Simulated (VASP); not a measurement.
Ca, 1 atom in the cell. It takes space group Fm-3m (No. 225, cubic). The conventional cell has a = 5.588 Å, b = 5.588 Å, c = 5.588 Å, α = 90.00°, β = 90.00°, γ = 90.00°. Ca (site symmetry m-3m) has 12 Ca at 3.95 Å within 5.2 Å. 

- Program: VASP 6.6.1
- Task: relaxation of cell and atoms
- Functional: r2SCAN
- Potentials or basis: VASP PAW PBE potentials, release 64 (Ca_sv)
- Cutoff: 600 eV
- k mesh: 8 × 8 × 8
- Occupations: fermi-dirac, width 0.02 eV
- Spin: no spin polarisation
- Dipole correction: no
- Further INCAR settings: ALGO = Normal; EDIFF = 1e-06; IBRION = 2; EDIFFG = -0.03; NSW = 80; ISIF = 3

Potentials or basis: VASP PAW PBE potentials, release 64 (Ca_sv).

Run with:

```bash
$ cat potpaw_PBE.64/Ca_sv/POTCAR > POTCAR
$ cp INCAR.step1 INCAR
$ mpirun -np 1 vasp_std > vasp.out
$ cp INCAR.step2 INCAR
$ mpirun -np 1 vasp_std > vasp.out
```

Hardware: 1 thread of AMD EPYC 7R43 64-Core Processor (Zen 3), on a shared host.

Problem. Estimate the wall time of this run.

Solution. It took 99 s on 1 thread of AMD EPYC 7R43 64-Core Processor (Zen 3), with other jobs on the host, peak memory 0.16 GiB. Counts: k points 29, ion steps 2.
